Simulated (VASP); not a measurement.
# PbS (R3m) in VASP: notebook

PbS is run at these levels: r2SCAN; tasks: single point.

Everything below comes from runs of VASP 6.6.1. Logs are shortened: lines on timing, memory, paths and dates and some standing lists are left out, and cuts for length are marked.

**1. The cell of the first run**

It takes space group R3m (No. 160, trigonal). Conventional cell: a = 3.928 Å, b = 3.928 Å, c = 9.938 Å, α = 90.00°, β = 90.00°, γ = 120.00°. Within 3.7 Å of Pb (site symmetry 3m) lie 6 S at 2.80 to 2.81 Å. S (site symmetry 3m) has 6 Pb at 2.80 to 2.81 Å within 3.7 Å.

**2. Single point, r2SCAN**

The input, POSCAR:

```
PbS
1.0
    1.9641500000      1.1340025312      3.3128333333
   -1.9641500000      1.1340025312      3.3128333333
    0.0000000000     -2.2680050625      3.3128333333
Pb S
1 1
Direct
    0.9781509158      0.9781509158      0.9781509158
    0.4774504142      0.4774504142      0.4774504142
```

The input, INCAR.step1:

```
ALGO = Normal
EDIFF = 1E-4
ENCUT = 520
GGA = PE
ISMEAR = 0
LASPH = True
LCHARG = False
LREAL = False
LWAVE = True
NBANDS = 17
NELM = 80
PREC = Accurate
SIGMA = 0.05
```

The input, INCAR.step2:

```
ALGO = Normal
EDIFF = 1E-6
ENCUT = 520
ISIF = 2
ISMEAR = 0
ISTART = 1
LASPH = True
LCHARG = False
LMIXTAU = True
LREAL = False
LWAVE = False
METAGGA = R2SCAN
NBANDS = 17
NELM = 80
PREC = Accurate
SIGMA = 0.05
```

The input, KPOINTS:

```
k-points
0
Gamma
  9 9 9
```

Potentials or basis: VASP PAW PBE potentials, release 64 (Pb_d, S).

On the command line:

```bash
> cat potpaw_PBE.64/Pb_d/POTCAR potpaw_PBE.64/S/POTCAR > POTCAR
> cp INCAR.step1 INCAR
> mpirun -np 1 vasp_std > vasp.out
> cp INCAR.step2 INCAR
> mpirun -np 1 vasp_std > vasp.out
```

OUTCAR:

```text
EDIFF = 1E-6
   ENCUT = 520
   ISIF = 2
   ISMEAR = 0
   ISTART = 1
   LASPH = True
   LREAL = False
   METAGGA = R2SCAN
   NELM = 80
   PREC = Accurate

 ion  position               nearest neighbor table
   1  0.978  0.978  0.978-   2 2.80   2 2.80   2 2.80   2 2.81   2 2.81   2 2.81
   2  0.477  0.477  0.477-   1 2.80   1 2.80   1 2.80   1 2.81   1 2.81   1 2.81

  LATTYP: Found a trigonal (rhomboedric) cell.
 ALAT       =     4.0148115345
 COS(alpha) =     0.5213159334

  Lattice vectors:

 A1 = (   1.9641500000,   1.1340025312,   3.3128333333)
 A2 = (  -1.9641500000,   1.1340025312,   3.3128333333)
 A3 = (   0.0000000000,  -2.2680050625,   3.3128333333)

Analysis of symmetry for initial positions (statically):
=====================================================================
 Subroutine PRICEL returns:
 Original cell was already a primitive cell.

 Routine SETGRP: Setting up the symmetry group for a
 trigonal (rhombohedral) supercell.

 Subroutine GETGRP returns: Found  6 space group operations
 (whereof  6 operations were pure point group operations)
 out of a pool of 12 trial point group operations.

The static configuration has the point symmetry C_3v.

Analysis of symmetry for dynamics (positions and initial velocities):
=====================================================================
 Subroutine PRICEL returns:
 Original cell was already a primitive cell.

 Routine SETGRP: Setting up the symmetry group for a
 trigonal (rhombohedral) supercell.

 Subroutine GETGRP returns: Found  6 space group operations
 (whereof  6 operations were pure point group operations)
 out of a pool of 12 trial point group operations.

The dynamic configuration has the point symmetry C_3v.

 Subroutine INISYM returns: Found  6 space group operations
 (whereof  6 operations are pure point group operations),
 and found     1 'primitive' translations

----------------------------------------------------------------------------------------

                                     Primitive cell

  volume of cell :      44.2731

  direct lattice vectors                    reciprocal lattice vectors
     1.964150000  1.134002531  3.312833333     0.254563043  0.146972041  0.100618806
    -1.964150000  1.134002531  3.312833333    -0.254563043  0.146972041  0.100618806
     0.000000000 -2.268005062  3.312833333     0.000000000 -0.293944082  0.100618806

  length of vectors
     4.014811534  4.014811534  4.014811535     0.310688377  0.310688377  0.310688377

  position of ions in fractional coordinates (direct lattice)
     0.978150916  0.978150916  0.978150916
     0.477450414  0.477450414  0.477450414

  ion indices of the primitive-cell ions
   primitive index   ion index
                 1           1
                 2           2

----------------------------------------------------------------------------------------

 KPOINTS: k-points

Automatic generation of k-mesh.
 Grid dimensions read from file:
 generate k-points for:    9    9    9

 Generating k-lattice:

  Cartesian coordinates                     Fractional coordinates (reciprocal lattice)
     0.028284783  0.016330227  0.011179867     0.111111111  0.000000000  0.000000000
    -0.028284783  0.016330227  0.011179867     0.000000000  0.111111111  0.000000000
     0.000000000 -0.032660454  0.011179867     0.000000000  0.000000000  0.111111111

  Length of vectors
     0.034520931  0.034520931  0.034520931

  Shift w.r.t. Gamma in fractional coordinates (k-lattice)
     0.000000000  0.000000000  0.000000000

 Subroutine IBZKPT returns following result:
 ===========================================

 Found     85 irreducible k-points:

 Following reciprocal coordinates:
            Coordinates               Weight
  0.000000  0.000000  0.000000      1.000000
  0.111111  0.000000  0.000000      6.000000
  0.222222  0.000000  0.000000      6.000000
  0.333333  0.000000 -0.000000      6.000000
  0.444444  0.000000  0.000000      6.000000
  0.111111  0.111111  0.000000      6.000000
[... 16 lines left out ...]
 -0.333333  0.333333  0.000000      6.000000
  0.444444  0.444444  0.000000      6.000000
 [... further k-points ...]
   k-points           NKPTS =     85   k-points in BZ     NKDIM =     85   number of bands    NBANDS=     17
   number of dos      NEDOS =    301   number of ions     NIONS =      2
   total plane-waves  NPLWV =  27000
   dimension x,y,z NGX =    30 NGY =   30 NGZ =   30
   dimension x,y,z NGXF=    60 NGYF=   60 NGZF=   60
   ions per type =               1   1
   NGX,Y,Z   is equivalent  to a cutoff of  12.42, 12.42, 12.42 a.u.
   NGXF,Y,Z  is equivalent  to a cutoff of  24.84, 24.84, 24.84 a.u.
 SYSTEM =  unknown system
   PREC   = accura    normal or accurate (medium, high low for compatibility)
   ISTART =      1    job   : 0-new  1-cont  2-samecut
   ICHARG =      0    charge: 1-file 2-atom 10-const
   ISPIN  =      1    spin polarized calculation?
   LNONCOLLINEAR =      F non collinear calculations
   LSORBIT =      F    spin-orbit coupling
   LASPH  =      T    aspherical Exc in radial PAW
   ENCUT  =  520.0 eV  38.22 Ry    6.18 a.u.   7.46  7.46  7.46*2*pi/ulx,y,z
   NELM   =     80;   NELMIN=  2; NELMDL=  0     # of ELM steps
   EDIFF  = 0.1E-05   stopping-criterion for ELM
   LREAL  =      F    real-space projection
   EDIFFG = 0.1E-04   stopping-criterion for IOM
   NSW    =      0    number of steps for IOM
   IBRION =     -1    ionic relax: 0-MD 1-quasi-New 2-CG
   NFREE  =      0    steps in history (QN), initial steepest desc. (CG)
   ISIF   =      2    stress and relaxation
   ISYM   =      2    0-nonsym 1-usesym 2-fastsym
   POTIM  = 0.5000    time-step for ionic-motion
   TEBEG  =    0.0;   TEEND  =   0.0 temperature during run
   PSTRESS=    0.0 pullay stress
   NELECT =      20.0000    total number of electrons
   NUPDOWN=      -1.0000    fix difference up-down
   EMIN   =  10.00;   EMAX   =-10.00  energy-range for DOS
   EFERMI =   0.00;   METHOD = LEGACY
   ISMEAR =     0;   SIGMA  =   0.05  broadening in eV -4-tet -1-fermi 0-gaus
   EFERMI_NEDOS =   21; number of points for ismear=-14 and -15
   IALGO  =     38    algorithm
   IMIX   =      4    mixing-type and parameters
     AMIX     =   0.40;   BMIX     =  1.00
     AMIX_MAG =   1.60;   BMIX_MAG =  1.00
  volume/ion in A,a.u.               =      22.14       149.38
  Fermi-wavevector in a.u.,A,eV,Ry     =   1.256141  2.373762 21.468493  1.577890
  Thomas-Fermi vector in A             =   2.389863
   LORBIT       =      0    0 simple, 1 ext, 2 COOP (PROOUT), +10 PAW based schemes
   METAGGA = R2SCAN    functional components
   LHFCALC =     F    Hartree Fock is set to
   AEXX    =    0.0000 exact exchange contribution
   IVDW    =     0    specifies the selected vdW correction
   LEPSILON=     F    determine dielectric tensor
   LRPA    =     F    only Hartree local field effects (RPA)
 non-spin polarized calculation
 Gauss-broadening in eV      SIGMA  =   0.05
  energy-cutoff  :      520.00
  volume of cell :       44.27
 maximum number of plane-waves:      1219
 NGX is ok and might be reduce to    30
   NGX = 15   NGY = 15   NGZ = 15

 number of electron      20.0000001 magnetization

 Free energy of the ion-electron system (eV)
  ---------------------------------------------------
  ext. energy  EPLUGINS =         0.00000000
  ---------------------------------------------------
  free energy    TOTEN  =       -65.22530288 eV

  energy without entropy =      -65.22530288  energy(sigma->0) =      -65.22530288

 E-fermi :   8.3938     XC(G=0): -11.1205

 val. band max:        8.1790471530   @ k =   0.4444   0.4444   0.4444
 cond. band min:       8.6171282310   @ k =   0.4444   0.0000   0.0000
 fundamental gap:      0.4380810780
 Fermi energy:         8.3938451582

 k-point     1 :       0.0000    0.0000    0.0000
  band No.  band energies     occupation
      1      -9.7576      2.00000
      2      -9.7576      2.00000
      3      -9.7521      2.00000
      4      -9.7364      2.00000
      5      -9.7364      2.00000
      6      -7.8411      2.00000
[... 9 lines left out ...]
     16      14.9010      0.00000
     17      16.6734      0.00000

 k-point     2 :       0.1111    0.0000    0.0000
  band No.  band energies     occupation
      1      -9.7626      2.00000
      2      -9.7493      2.00000
      3      -9.7477      2.00000
      4      -9.7416      2.00000
      5      -9.7350      2.00000
      6      -7.7010      2.00000
[... 9 lines left out ...]
     16      15.3104      0.00000
     17      18.0058      0.00000

 k-point     3 :       0.2222    0.0000    0.0000
  band No.  band energies     occupation
      1      -9.7819      2.00000
      2      -9.7651      2.00000
      3      -9.7495      2.00000
      4      -9.7177      2.00000
      5      -9.7131      2.00000
      6      -7.2994      2.00000
[... 9 lines left out ...]
     16      16.0986      0.00000
     17      20.3722      0.00000

 k-point     4 :       0.3333    0.0000   -0.0000
  band No.  band energies     occupation
      1      -9.8066      2.00000
      2      -9.7873      2.00000
      3      -9.7531      2.00000
      4      -9.6858      2.00000
      5      -9.6845      2.00000
      6      -6.7169      2.00000
[... 9 lines left out ...]
     16      17.2428      0.00000
     17      21.9666      0.00000
[... 343 lines left out ...]
      1     -10.0486      2.00000
      2      -9.7657      2.00000
      3      -9.7357      2.00000
      4      -9.6708      2.00000
      5      -9.6467      2.00000
      6      -5.3669      2.00000
[... 9 lines left out ...]
     16      19.9778      0.00000
     17      21.4996      0.00000

 k-point    23 :      -0.3333    0.3333    0.0000
  band No.  band energies     occupation
      1      -9.9828      2.00000
      2      -9.7637      2.00000
      3      -9.7340      2.00000
      4      -9.6957      2.00000
      5      -9.6602      2.00000
      6      -5.4536      2.00000
[... 9 lines left out ...]
     16      19.3515      0.00000
     17      21.1583      0.00000

 k-point    24 :       0.4444    0.4444    0.0000
  band No.  band energies     occupation
      1     -10.1289      2.00000
      2      -9.8000      2.00000
      3      -9.6976      2.00000
      4      -9.6427      2.00000
      5      -9.6375      2.00000
      6      -5.3645      2.00000
[... 9 lines left out ...]
     16      20.6577      0.00000
     17      20.7859      0.00000

 [... further k-points ...]
[... 5 lines left out ...]
  --------------------------------------------------------------------------------------
  -------------------------------------------------------------------------------------
  Total        4.4459940      4.4459940      4.1674871      0.0000000     -0.0000000      0.0000000
  in kB      160.8940349    160.8940349    150.8152745      0.0000000     -0.0000000      0.0000000
  external PRESSURE =     157.5344481 kB  Pullay stress =       0.0000000 kB

 VOLUME and BASIS-vectors are now :
 -----------------------------------------------------------------------------
  energy-cutoff  :      520.00
  volume of cell :       44.27
      direct lattice vectors                 reciprocal lattice vectors
     1.964150000  1.134002531  3.312833333     0.254563043  0.146972041  0.100618806
    -1.964150000  1.134002531  3.312833333    -0.254563043  0.146972041  0.100618806
     0.000000000 -2.268005062  3.312833333     0.000000000 -0.293944082  0.100618806

 POSITION                                       TOTAL-FORCE (eV/Angst)
 -----------------------------------------------------------------------------------
      0.00000     -0.00000      9.72135         0.000000      0.000000     -0.017044
      0.00000     -0.00000      4.74514         0.000000     -0.000000      0.017044
 -----------------------------------------------------------------------------------
    total drift:                               -0.000000     -0.000000      0.000196

  FREE ENERGIE OF THE ION-ELECTRON SYSTEM (eV)
  ---------------------------------------------------
  free  energy   TOTEN  =       -65.2253028764 eV

  energy  without entropy=      -65.2253028764  energy(sigma->0) =      -65.22530288
```

Run time: 2.2 min. Hardware: 1 thread of Intel Xeon 6975P-C (Granite Rapids), shared host; peak memory 0.21 GiB.

Results:

```
Free energy   : -65.2253 eV
Pressure      : 15.8 GPa
Largest force : 0.017 eV/Å
```

Forces on the atoms (eV/Å):
```
Pb   0.000  0.000 -0.017
S    0.000  0.000  0.017
```

Stress tensor (GPa, compression positive):
```
16.09  0.00  0.00
 0.00 16.09  0.00
 0.00  0.00 15.08
```

Caveat: this odd mesh misses L, where the gap lies, so gap, dielectric constants and Born charges aren't listed; the PAW data sets were made with another functional, which shifts forces and pressure a little; spin-orbit coupling is left out, which moves the levels of the heavy elements.

**3. Single point, r2SCAN**

This run uses another cell than the first one, of 22.29 Å³/atom, 1.007 times its volume.

The input, POSCAR:

```
PbS
1.0
    2.0134000000      1.1624370320      3.1748000000
   -2.0134000000      1.1624370320      3.1748000000
    0.0000000000     -2.3248740640      3.1748000000
Pb S
1 1
Direct
    0.9781509158      0.9781509158      0.9781509158
    0.4774504142      0.4774504142      0.4774504142
```

The input, INCAR.step1:

```
PREC = Accurate
ENCUT = 520
ISMEAR = 0
SIGMA = 0.05
LREAL = False
LASPH = True
NELM = 60
NBANDS = 17
GGA = PE
ALGO = Normal
EDIFF = 1E-4
LWAVE = True
LCHARG = False
```

The input, INCAR.step2:

```
PREC = Accurate
ENCUT = 520
EDIFF = 1E-7
ISMEAR = 0
SIGMA = 0.05
LREAL = False
LASPH = True
NELM = 60
ALGO = Normal
ISIF = 2
LWAVE = False
LCHARG = False
METAGGA = R2SCAN
LMIXTAU = True
NBANDS = 17
ISTART = 1
```

The input, KPOINTS:

```
Automatic mesh
0
Gamma
  9 9 9
```

Potentials or basis: VASP PAW PBE potentials, release 64 (Pb_d, S).

On the command line:

```bash
> cat potpaw_PBE.64/Pb_d/POTCAR potpaw_PBE.64/S/POTCAR > POTCAR
> cp INCAR.step1 INCAR
> mpirun -np 1 vasp_std > vasp.out
> cp INCAR.step2 INCAR
> mpirun -np 1 vasp_std > vasp.out
```

OUTCAR:

```text
PREC = Accurate
   ENCUT = 520
   EDIFF = 1E-7
   ISMEAR = 0
   LREAL = False
   LASPH = True
   NELM = 60
   ISIF = 2
   METAGGA = R2SCAN
   ISTART = 1

 ion  position               nearest neighbor table
   1  0.978  0.978  0.978-   2 2.81   2 2.81   2 2.81   2 2.82   2 2.82   2 2.82
   2  0.477  0.477  0.477-   1 2.81   1 2.81   1 2.81   1 2.82   1 2.82   1 2.82

  LATTYP: Found a trigonal (rhomboedric) cell.
 ALAT       =     3.9350215315
 COS(alpha) =     0.4764045088

  Lattice vectors:

 A1 = (   2.0134000000,   1.1624370320,   3.1748000000)
[... 651 lines left out ...]
      5      -9.7287      2.00000
      6      -5.4353      2.00000
[... 9 lines left out ...]
     16      20.5895      0.00000
     17      20.6427      0.00000

 [... further k-points ...]
[... 5 lines left out ...]
  --------------------------------------------------------------------------------------
  -------------------------------------------------------------------------------------
  Total        4.0699895      4.0699895      4.3329666     -0.0000000      0.0000000      0.0000000
  in kB      146.2637655    146.2637655    155.7144078     -0.0000000      0.0000000      0.0000000
  external PRESSURE =     149.4139796 kB  Pullay stress =       0.0000000 kB

 VOLUME and BASIS-vectors are now :
 -----------------------------------------------------------------------------
  energy-cutoff  :      520.00
  volume of cell :       44.58
      direct lattice vectors                 reciprocal lattice vectors
     2.013400000  1.162437032  3.174800000     0.248336148  0.143376942  0.104993490
    -2.013400000  1.162437032  3.174800000    -0.248336148  0.143376942  0.104993490
     0.000000000 -2.324874064  3.174800000     0.000000000 -0.286753884  0.104993490

 POSITION                                       TOTAL-FORCE (eV/Angst)
 -----------------------------------------------------------------------------------
      0.00000      0.00000      9.31630         0.000000      0.000000     -0.016714
      0.00000      0.00000      4.54743         0.000000     -0.000000      0.016714
 -----------------------------------------------------------------------------------
    total drift:                               -0.000000      0.000000      0.000332

  FREE ENERGIE OF THE ION-ELECTRON SYSTEM (eV)
  ---------------------------------------------------
  free  energy   TOTEN  =       -65.2549817516 eV

  energy  without entropy=      -65.2549817516  energy(sigma->0) =      -65.25498175
```

Wall time 2.4 min (1 thread of Intel Xeon 6975P-C (Granite Rapids), shared host); peak memory 0.21 GiB.

Results:

| Item | Value |
| --- | --- |
| Free energy | -65.2550 eV |
| Pressure | 14.9 GPa |
| Largest force | 0.017 eV/Å |

Forces in eV/Å, atoms in the order of the input:
```
Pb   0.000  0.000 -0.017
S    0.000  0.000  0.017
```

Stress tensor (GPa, compression positive):
```
14.63  0.00  0.00
 0.00 14.63  0.00
 0.00  0.00 15.57
```

Caveat: this odd mesh misses L, where the gap lies, so gap, dielectric constants and Born charges aren't listed; the PAW data sets were made with another functional, which shifts forces and pressure a little; spin-orbit coupling is left out, which moves the levels of the heavy elements.

**4. Single point, r2SCAN**

This run uses another cell than the first one, of 23.26 Å³/atom, 1.051 times its volume.

The input, POSCAR:

```
PbS
1.0
    2.0134000000      1.1624370320      3.3128333333
   -2.0134000000      1.1624370320      3.3128333333
    0.0000000000     -2.3248740640      3.3128333333
Pb S
1 1
Direct
    0.9781509158      0.9781509158      0.9781509158
    0.4774504142      0.4774504142      0.4774504142
```

The input, INCAR.step1:

```
SYSTEM = PbS
PREC     = Accurate       ! precision mode
ENCUT    = 520            ! plane-wave cutoff, eV
ISMEAR   = 0              ! smearing method
SIGMA    = 0.05           ! smearing width, eV
LREAL    = .False.        ! projectors in reciprocal space
LASPH    = .True.         ! aspherical terms in the spheres
NELM     = 100            ! most SCF steps
NBANDS   = 17             ! bands
GGA      = PE             ! functional
ALGO     = Normal         ! electronic algorithm
EDIFF    = 1E-4           ! SCF threshold, eV
LWAVE    = .True.         ! write WAVECAR
LCHARG   = .False.        ! write CHGCAR
```

The input, INCAR.step2:

```
SYSTEM = PbS
PREC     = Accurate       ! precision mode
ENCUT    = 520            ! plane-wave cutoff, eV
EDIFF    = 1E-6           ! SCF threshold, eV
ISMEAR   = 0              ! smearing method
SIGMA    = 0.05           ! smearing width, eV
LREAL    = .False.        ! projectors in reciprocal space
LASPH    = .True.         ! aspherical terms in the spheres
NELM     = 100            ! most SCF steps
ALGO     = Normal         ! electronic algorithm
ISIF     = 2              ! what is computed and relaxed
LWAVE    = .False.        ! write WAVECAR
LCHARG   = .True.         ! write CHGCAR
METAGGA  = R2SCAN         ! meta-GGA
LMIXTAU  = .True.       
LELF     = .True.         ! ELF
LVHAR    = .True.       
NBANDS   = 17             ! bands
ISTART   = 1
```

The input, KPOINTS:

```
Automatic mesh
0
Gamma
  9 9 9
  0 0 0
```

On the command line:

```bash
> cat potpaw_PBE.64/Pb_d/POTCAR potpaw_PBE.64/S/POTCAR > POTCAR
> cp INCAR.step1 INCAR
> mpirun -np 1 vasp_std > vasp.out
> cp INCAR.step2 INCAR
> mpirun -np 1 vasp_std > vasp.out
```

It took 2.2 min on 1 thread of Intel Xeon 6975P-C (Granite Rapids), shared host; peak memory 0.21 GiB.

It converged, with:

* Free energy: -65.4121 eV
* Pressure: 10.5 GPa
* Largest force: 0.013 eV/Å

Forces on the atoms (eV/Å):
```
Pb   0.000  0.000 -0.013
S    0.000  0.000  0.013
```

Stress tensor (GPa, compression positive):
```
10.55  0.00  0.00
 0.00 10.55  0.00
 0.00  0.00 10.29
```

Levels at points of the mesh, in eV from the Fermi level:
```tsv
k point	band 6	band 7	band 8	band 9	band 10	band 11	band 12	band 13	band 14	band 15
(0.00, 0.00, 0.00)	-15.60	-6.07	-3.24	-3.17	-3.17	5.69	5.69	5.69	6.52	6.63
```

Caveat: this odd mesh misses L, where the gap lies, so gap, dielectric constants and Born charges aren't listed; the PAW data sets were made with another functional, which shifts forces and pressure a little; spin-orbit coupling is left out, which moves the levels of the heavy elements.

[end of part 1 of 2]
